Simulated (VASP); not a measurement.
# Ir4Ru (P6_3/mmc) in VASP: single point with PBE

Aim: the single point of Ir4Ru with PBE.

All numbers are computed with VASP 6.6.1; they aren't measurements. Logs are shortened: lines on timing, memory, paths and dates and some standing lists are left out, and cuts for length are marked.

## Step 1: The cell of the first run

The structure is hexagonal, space group P6_3/mmc (No. 194). The conventional cell has a = 2.744 Å, b = 2.744 Å, c = 22.065 Å, α = 90.00°, β = 90.00°, γ = 120.00°. Ru (site symmetry -6m2) has 6 Ir at 2.67 Å and 6 Ru at 2.74 Å within 3.5 Å. Within 3.5 Å of Ir (site symmetry 3m) lie 3 Ru at 2.67 Å and 9 Ir at 2.74 to 2.75 Å. Ir (site symmetry 3m) has 12 Ir at 2.73 to 2.75 Å within 3.6 Å.

## Step 2: Single point, PBE

File INCAR:

```
SYSTEM = Ir4Ru
PREC = Accurate
ENCUT = 520
EDIFF = 1E-6
ISMEAR = 0
SIGMA = 0.1
LREAL = .FALSE.
LASPH = .TRUE.
NELM = 80
ALGO = Fast
ISIF = 2
LWAVE = .FALSE.
LCHARG = .TRUE.
GGA = PE
LELF = .TRUE.
LVHAR = .TRUE.
NBANDS = 61
```

File KPOINTS:

```
Automatic mesh
0
G
  18 18 2
  0 0 0
```

File POSCAR:

```
Ir4Ru
1.0
    2.7444620567      0.0000000000      0.0000000000
   -1.3722310283      2.3767738608      0.0000000000
    0.0000000000      0.0000000000     22.0651439398
Ru Ir
2 8
Direct
    0.3333333333      0.6666666667      0.2500000000
    0.6666666667      0.3333333333      0.7500000000
    0.3333333333      0.6666666667      0.6523467600
    0.3333333333      0.6666666667      0.8476532400
    0.3333333333      0.6666666667      0.0505004031
    0.3333333333      0.6666666667      0.4494995969
    0.6666666667      0.3333333333      0.9494995969
    0.6666666667      0.3333333333      0.1523467600
    0.6666666667      0.3333333333      0.3476532400
    0.6666666667      0.3333333333      0.5505004031
```

Potentials or basis: VASP PAW PBE potentials, release 64 (Ru_pv, Ir).

Started as:

```sh
cat potpaw_PBE.64/Ru_pv/POTCAR potpaw_PBE.64/Ir/POTCAR > POTCAR
mpirun -np 1 vasp_std > vasp.out
```

OUTCAR:

```text
SYSTEM = Ir4Ru
   PREC = Accurate
   ENCUT = 520
   EDIFF = 1E-6
   ISMEAR = 0
   LREAL = .FALSE.
   LASPH = .TRUE.
   NELM = 80
   ISIF = 2
   GGA = PE

 ion  position               nearest neighbor table
   1  0.333  0.667  0.250-   8 2.67   9 2.67   8 2.67   9 2.67   8 2.67   9 2.67
   2  0.667  0.333  0.750-   3 2.67   4 2.67   3 2.67   4 2.67   3 2.67   4 2.67
   3  0.333  0.667  0.652-   2 2.67   2 2.67   2 2.67  10 2.75  10 2.75  10 2.75
   4  0.333  0.667  0.848-   2 2.67   2 2.67   2 2.67   7 2.75   7 2.75   7 2.75
   5  0.333  0.667  0.051-   7 2.73   7 2.73   7 2.73   8 2.75   8 2.75   8 2.75
   6  0.333  0.667  0.449-  10 2.73  10 2.73  10 2.73   9 2.75   9 2.75   9 2.75
   7  0.667  0.333  0.949-   5 2.73   5 2.73   5 2.73   4 2.75   4 2.75   4 2.75
   8  0.667  0.333  0.152-   1 2.67   1 2.67   1 2.67   5 2.75   5 2.75   5 2.75
   9  0.667  0.333  0.348-   1 2.67   1 2.67   1 2.67   6 2.75   6 2.75   6 2.75
  10  0.667  0.333  0.551-   6 2.73   6 2.73   6 2.73   3 2.75   3 2.75   3 2.75

  LATTYP: Found a hexagonal cell.
 ALAT       =     2.7444620567
 C/A-ratio  =     8.0398793949

  Lattice vectors:

 A1 = (   2.7444620567,   0.0000000000,   0.0000000000)
 A2 = (  -1.3722310283,   2.3767738608,   0.0000000000)
 A3 = (   0.0000000000,   0.0000000000,  22.0651439398)

Analysis of symmetry for initial positions (statically):
=====================================================================
 Subroutine PRICEL returns:
 Original cell was already a primitive cell.

 Routine SETGRP: Setting up the symmetry group for a
 hexagonal supercell.

 Subroutine GETGRP returns: Found 24 space group operations
 (whereof 12 operations were pure point group operations)
 out of a pool of 24 trial point group operations.

The static configuration has the point symmetry D_3d.
 The point group associated with its full space group is D_6h.

Analysis of symmetry for dynamics (positions and initial velocities):
=====================================================================
 Subroutine PRICEL returns:
 Original cell was already a primitive cell.

 Routine SETGRP: Setting up the symmetry group for a
 hexagonal supercell.

 Subroutine GETGRP returns: Found 24 space group operations
 (whereof 12 operations were pure point group operations)
 out of a pool of 24 trial point group operations.

The dynamic configuration has the point symmetry D_3d.
 The point group associated with its full space group is D_6h.

 Subroutine INISYM returns: Found 24 space group operations
 (whereof 12 operations are pure point group operations),
 and found     1 'primitive' translations

----------------------------------------------------------------------------------------

                                     Primitive cell

  volume of cell :     143.9302

  direct lattice vectors                    reciprocal lattice vectors
     2.744462057  0.000000000  0.000000000     0.364370131  0.210369193  0.000000000
    -1.372231028  2.376773861  0.000000000     0.000000000  0.420738387  0.000000000
     0.000000000  0.000000000 22.065143940     0.000000000  0.000000000  0.045320348

  length of vectors
     2.744462057  2.744462057 22.065143940     0.420738387  0.420738387  0.045320348

  position of ions in fractional coordinates (direct lattice)
     0.333333333  0.666666667  0.250000000
     0.666666667  0.333333333  0.750000000
     0.333333333  0.666666667  0.652346760
     0.333333333  0.666666667  0.847653240
     0.333333333  0.666666667  0.050500403
     0.333333333  0.666666667  0.449499597
     0.666666667  0.333333333  0.949499597
     0.666666667  0.333333333  0.152346760
     0.666666667  0.333333333  0.347653240
     0.666666667  0.333333333  0.550500403

  ion indices of the primitive-cell ions
   primitive index   ion index
                 1           1
                 2           2
                 3           3
                 4           4
                 5           5
                 6           6
                 7           7
                 8           8
                 9           9
                10          10

----------------------------------------------------------------------------------------

 KPOINTS: Automatic mesh

Automatic generation of k-mesh.
 Grid dimensions read from file:
 generate k-points for:   18   18    2

 Generating k-lattice:

  Cartesian coordinates                     Fractional coordinates (reciprocal lattice)
     0.020242785  0.011687177  0.000000000     0.055555556  0.000000000  0.000000000
     0.000000000  0.023374355  0.000000000     0.000000000  0.055555556  0.000000000
     0.000000000  0.000000000  0.022660174     0.000000000  0.000000000  0.500000000

  Length of vectors
     0.023374355  0.023374355  0.022660174

  Shift w.r.t. Gamma in fractional coordinates (k-lattice)
     0.000000000  0.000000000  0.000000000

 Subroutine IBZKPT returns following result:
 ===========================================

 Found     74 irreducible k-points:

 Following reciprocal coordinates:
            Coordinates               Weight
  0.000000  0.000000  0.000000      1.000000
  0.055556  0.000000  0.000000      6.000000
  0.111111  0.000000  0.000000      6.000000
  0.166667  0.000000  0.000000      6.000000
  0.222222  0.000000  0.000000      6.000000
  0.277778  0.000000  0.000000      6.000000
[... 16 lines left out ...]
  0.333333  0.111111  0.000000     12.000000
  0.388889  0.111111  0.000000     12.000000
 [... further k-points ...]
   k-points           NKPTS =     74   k-points in BZ     NKDIM =     74   number of bands    NBANDS=     61
   number of dos      NEDOS =    301   number of ions     NIONS =     10
   total plane-waves  NPLWV =  67200
   dimension x,y,z NGX =    20 NGY =   20 NGZ =  168
   dimension x,y,z NGXF=    40 NGYF=   40 NGZF=  336
   ions per type =               2   8
   NGX,Y,Z   is equivalent  to a cutoff of  12.12, 12.12, 12.66 a.u.
   NGXF,Y,Z  is equivalent  to a cutoff of  24.23, 24.23, 25.32 a.u.
 SYSTEM =  Ir4Ru
   PREC   = accura    normal or accurate (medium, high low for compatibility)
   ISTART =      0    job   : 0-new  1-cont  2-samecut
   ICHARG =      2    charge: 1-file 2-atom 10-const
   ISPIN  =      1    spin polarized calculation?
   LNONCOLLINEAR =      F non collinear calculations
   LSORBIT =      F    spin-orbit coupling
   LASPH  =      T    aspherical Exc in radial PAW
   ENCUT  =  520.0 eV  38.22 Ry    6.18 a.u.   5.10  5.10 41.03*2*pi/ulx,y,z
   NELM   =     80;   NELMIN=  2; NELMDL= -5     # of ELM steps
   EDIFF  = 0.1E-05   stopping-criterion for ELM
   LREAL  =      F    real-space projection
   EDIFFG = 0.1E-04   stopping-criterion for IOM
   NSW    =      0    number of steps for IOM
   IBRION =     -1    ionic relax: 0-MD 1-quasi-New 2-CG
   NFREE  =      0    steps in history (QN), initial steepest desc. (CG)
   ISIF   =      2    stress and relaxation
   ISYM   =      2    0-nonsym 1-usesym 2-fastsym
   POTIM  = 0.5000    time-step for ionic-motion
   TEBEG  =    0.0;   TEEND  =   0.0 temperature during run
   PSTRESS=    0.0 pullay stress
   NELECT =     100.0000    total number of electrons
   NUPDOWN=      -1.0000    fix difference up-down
   EMIN   =  10.00;   EMAX   =-10.00  energy-range for DOS
   EFERMI =   0.00;   METHOD = LEGACY
   ISMEAR =     0;   SIGMA  =   0.10  broadening in eV -4-tet -1-fermi 0-gaus
   EFERMI_NEDOS =   21; number of points for ismear=-14 and -15
   IALGO  =     68    algorithm
   IMIX   =      4    mixing-type and parameters
     AMIX     =   0.40;   BMIX     =  1.00
     AMIX_MAG =   1.60;   BMIX_MAG =  1.00
  volume/ion in A,a.u.               =      14.39        97.13
  Fermi-wavevector in a.u.,A,eV,Ry     =   1.449965  2.740037 28.604872  2.102399
  Thomas-Fermi vector in A             =   2.567631
   LORBIT       =      0    0 simple, 1 ext, 2 COOP (PROOUT), +10 PAW based schemes
   GGA     = PE    functional components
   LHFCALC =     F    Hartree Fock is set to
   AEXX    =    0.0000 exact exchange contribution
   IVDW    =     0    specifies the selected vdW correction
   LEPSILON=     F    determine dielectric tensor
   LRPA    =     F    only Hartree local field effects (RPA)
 non-spin polarized calculation
 RMM-DIIS sequential band-by-band and
 Gauss-broadening in eV      SIGMA  =   0.10
  energy-cutoff  :      520.00
  volume of cell :      143.93
 maximum number of plane-waves:      3902
   NGX = 11   NGY = 11   NGZ = 83

 number of electron     100.0000000 magnetization

 number of electron      99.9999999 magnetization

 Free energy of the ion-electron system (eV)
  ---------------------------------------------------
  ext. energy  EPLUGINS =         0.00000000
  ---------------------------------------------------
  free energy    TOTEN  =       -89.05036513 eV

  energy without entropy =      -88.99154190  energy(sigma->0) =      -89.02095352

 E-fermi :  10.5767     XC(G=0): -13.8617

 val. band max:       10.5693009702   @ k =   0.2778   0.2778   0.5000
 cond. band min:      10.5799127809   @ k =   0.3889   0.1111   0.0000
 fundamental gap:      0.0106118108
 Fermi energy:        10.5767184930

 k-point     1 :       0.0000    0.0000    0.0000
  band No.  band energies     occupation
      1     -32.8504      2.00000
      2     -32.8504      2.00000
      3     -32.3598      2.00000
      4     -32.3598      2.00000
      5     -32.3598      2.00000
      6     -32.3598      2.00000
[... 53 lines left out ...]
     60      11.0463      0.00000
     61      11.0711      0.00000

 k-point     2 :       0.0556    0.0000    0.0000
  band No.  band energies     occupation
      1     -32.8476      2.00000
      2     -32.8476      2.00000
      3     -32.3797      2.00000
      4     -32.3797      2.00000
      5     -32.3645      2.00000
      6     -32.3645      2.00000
[... 53 lines left out ...]
     60      10.7892      0.00265
     61      11.1049      0.00000

 k-point     3 :       0.1111    0.0000    0.0000
  band No.  band energies     occupation
      1     -32.8398      2.00000
      2     -32.8398      2.00000
      3     -32.4368      2.00000
      4     -32.4368      2.00000
      5     -32.3780      2.00000
      6     -32.3780      2.00000
[... 1333 lines left out ...]
     60      12.3224      0.00000
     61      12.5076      0.00000

 k-point    24 :       0.3889    0.1111    0.0000
  band No.  band energies     occupation
      1     -32.9579      2.00000
      2     -32.9579      2.00000
      3     -32.7593      2.00000
      4     -32.7593      2.00000
      5     -32.5554      2.00000
      6     -32.5554      2.00000
[... 53 lines left out ...]
     60      13.1737      0.00000
     61      13.3392      0.00000

 [... further k-points ...]
[... 5 lines left out ...]
  --------------------------------------------------------------------------------------
  -------------------------------------------------------------------------------------
  Total        0.3240105      0.3240105      0.3542732      0.0000000     -0.0000000      0.0000000
  in kB        3.6067645      3.6067645      3.9436381      0.0000000     -0.0000000      0.0000000
  external PRESSURE =       3.7190557 kB  Pullay stress =       0.0000000 kB

 VOLUME and BASIS-vectors are now :
 -----------------------------------------------------------------------------
  energy-cutoff  :      520.00
  volume of cell :      143.93
      direct lattice vectors                 reciprocal lattice vectors
     2.744462057  0.000000000  0.000000000     0.364370131  0.210369193  0.000000000
    -1.372231028  2.376773861  0.000000000     0.000000000  0.420738387  0.000000000
     0.000000000  0.000000000 22.065143940     0.000000000  0.000000000  0.045320348

 POSITION                                       TOTAL-FORCE (eV/Angst)
 -----------------------------------------------------------------------------------
     -0.00000      1.58452      5.51629        -0.000000     -0.000000      0.000000
      1.37223      0.79226     16.54886         0.000000      0.000000      0.000000
     -0.00000      1.58452     14.39413         0.000000     -0.000000      0.019550
     -0.00000      1.58452     18.70359         0.000000      0.000000     -0.019550
     -0.00000      1.58452      1.11430         0.000000     -0.000000     -0.002921
     -0.00000      1.58452      9.91827         0.000000      0.000000      0.002921
      1.37223      0.79226     20.95085         0.000000      0.000000      0.002921
      1.37223      0.79226      3.36155        -0.000000     -0.000000      0.019550
      1.37223      0.79226      7.67102        -0.000000      0.000000     -0.019550
      1.37223      0.79226     12.14687         0.000000     -0.000000     -0.002921
 -----------------------------------------------------------------------------------
    total drift:                               -0.000000      0.000000     -0.000000

  FREE ENERGIE OF THE ION-ELECTRON SYSTEM (eV)
  ---------------------------------------------------
  free  energy   TOTEN  =       -89.0503651342 eV

  energy  without entropy=      -88.9915419004  energy(sigma->0) =      -89.02095352
```

Wall time 25 min (1 thread of Intel Xeon 6975P-C (Granite Rapids), shared host); peak memory 0.59 GiB.

Results:

* Free energy: -89.0504 eV
* Pressure: 0.4 GPa
* Largest force: 0.020 eV/Å
* Band gap on the k mesh: zero (band 50 reaches 11.52 eV, above the bottom of band 51 at 8.89 eV)

Forces on the atoms (eV/Å):
```
Ru   0.000  0.000  0.000
Ru   0.000  0.000  0.000
Ir   0.000  0.000  0.020
Ir   0.000  0.000 -0.020
Ir   0.000  0.000 -0.003
Ir   0.000  0.000  0.003
Ir   0.000  0.000  0.003
Ir   0.000  0.000  0.020
Ir   0.000  0.000 -0.020
Ir   0.000  0.000 -0.003
```

Caveat: spin-orbit coupling is left out, which moves the levels of the heavy elements.
